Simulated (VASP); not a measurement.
Write the native input for VASP 6.6.1 that does the following.

- Task: single point
- Functional: r2SCAN
- Potentials or basis: VASP PAW PBE potentials, release 64 (Hf_pv)
- Cutoff: 520 eV
- k mesh: 18 × 18 × 18
- Occupations: gaussian, width 0.05 eV
- Spin: no spin polarisation
- Dipole correction: no
- Further INCAR settings: ALGO = Normal; EDIFF = 1e-07; NBANDS = 11

The system is Hf.

```
CELL_PARAMETERS angstrom
-1.66988 1.66988 1.66988
1.66988 -1.66988 1.66988
1.66988 1.66988 -1.66988
ATOMIC_POSITIONS crystal
Hf 0.00000 0.00000 0.00000
```

This cell differs from its parent crystal: volume scaled by 0.840.

These files were run (other wordings do the same):

POSCAR

```
Hf
1.0
   -1.6698770413      1.6698770413      1.6698770413
    1.6698770413     -1.6698770413      1.6698770413
    1.6698770413      1.6698770413     -1.6698770413
Hf
1
Direct
    0.0000000000      0.0000000000      0.0000000000
```

INCAR.step1

```
ALGO     = Normal         # electronic algorithm
EDIFF    = 1E-4           # SCF threshold, eV
ENCUT    = 520            # plane-wave cutoff, eV
GGA      = PE             # functional
ISMEAR   = 0              # smearing method
LASPH    = True           # aspherical terms in the spheres
LCHARG   = False          # write CHGCAR
LREAL    = False          # projectors in reciprocal space
LWAVE    = True           # write WAVECAR
NBANDS   = 11             # bands
NELM     = 60             # most SCF steps
PREC     = Accurate       # precision mode
SIGMA    = 0.05           # smearing width, eV
```

INCAR.step2

```
ALGO     = Normal         # electronic algorithm
EDIFF    = 1E-7           # SCF threshold, eV
ENCUT    = 520            # plane-wave cutoff, eV
ISIF     = 2              # what is computed and relaxed
ISMEAR   = 0              # smearing method
ISTART   = 1            
LASPH    = True           # aspherical terms in the spheres
LCHARG   = False          # write CHGCAR
LMIXTAU  = True         
LREAL    = False          # projectors in reciprocal space
LWAVE    = False          # write WAVECAR
METAGGA  = R2SCAN         # meta-GGA
NBANDS   = 11             # bands
NELM     = 60             # most SCF steps
PREC     = Accurate       # precision mode
SIGMA    = 0.05           # smearing width, eV
```

KPOINTS

```
k-points
0
Gamma
  18 18 18
```

Potentials or basis: VASP PAW PBE potentials, release 64 (Hf_pv).

Launch:

```bash
$ cat potpaw_PBE.64/Hf_pv/POTCAR > POTCAR
$ cp INCAR.step1 INCAR
$ mpirun -np 1 vasp_std > vasp.out
$ cp INCAR.step2 INCAR
$ mpirun -np 1 vasp_std > vasp.out
```

Results of the run:

| Item | Value |
| --- | --- |
| Pressure | 22.8 GPa |
| Band gap on the k mesh | zero (band 5 reaches 7.66 eV, above the bottom of band 6 at 4.91 eV) |

Caveat: the PAW data sets were made with another functional, which shifts forces and pressure a little; spin-orbit coupling is left out, which moves the levels of the heavy elements.

It took 110 s on 1 thread of Intel(R) Xeon(R) Platinum 8259CL CPU @ 2.50GHz (Skylake/Cascade Lake), with other jobs on the host, peak memory 0.17 GiB.
